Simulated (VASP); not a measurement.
## Al: single point with PBE+D3(BJ)

Al:

```
Al
1.0
     0.02489    1.99136    1.99136
     1.99136    0.02489    1.99136
     2.01625    2.01625    0.00000
Al
1
Direct
  0.00000 0.00000 0.00000
```

This cell differs from its parent crystal: strain +0.0250 x Voigt [0, 0, 0, 0, 0, 1].

| Property | Result |
| --- | --- |
| Program | VASP 6.6.1 |
| Task | single point |
| Functional | PBE |
| Dispersion | D3(BJ) |
| Potentials or basis | VASP PAW PBE potentials, release 64 (Al) |
| Cutoff | 520 eV |
| k mesh | 26 × 26 × 26 |
| Occupations | gaussian, width 0.15 eV |
| Spin | no spin polarisation |

The pressure is 0.0 GPa and the dispersion energy per atom is -0.352 eV.

Stress tensor (GPa, compression positive):
```
 0.07 -1.23  0.00
-1.23  0.07  0.00
 0.00  0.00 -0.03
```

Levels at points of the mesh, in eV from the Fermi level:
```
           k point  band 1  band 2  band 3  band 4
(0.00, 0.00, 0.00)  -11.45   12.45   12.84   13.27
(0.50, 0.00, 0.00)   -4.71   -4.30   11.30   11.56
(0.50, 0.50, 0.00)   -3.04   -1.63    5.22    5.33
(0.00, 0.00, 0.50)   -4.85   -4.61   11.57   11.96
(0.50, 0.00, 0.50)   -3.04   -1.62    5.26    5.79
```

It took 4.2 min on 1 thread of Intel Xeon 6975P-C, on a shared host, peak memory 0.38 GiB.

Caveat: the cell differs from its parent crystal (strain +0.0250 x Voigt [0, 0, 0, 0, 0, 1]); pairwise dispersion overbinds metals, which lowers pressure and volume.
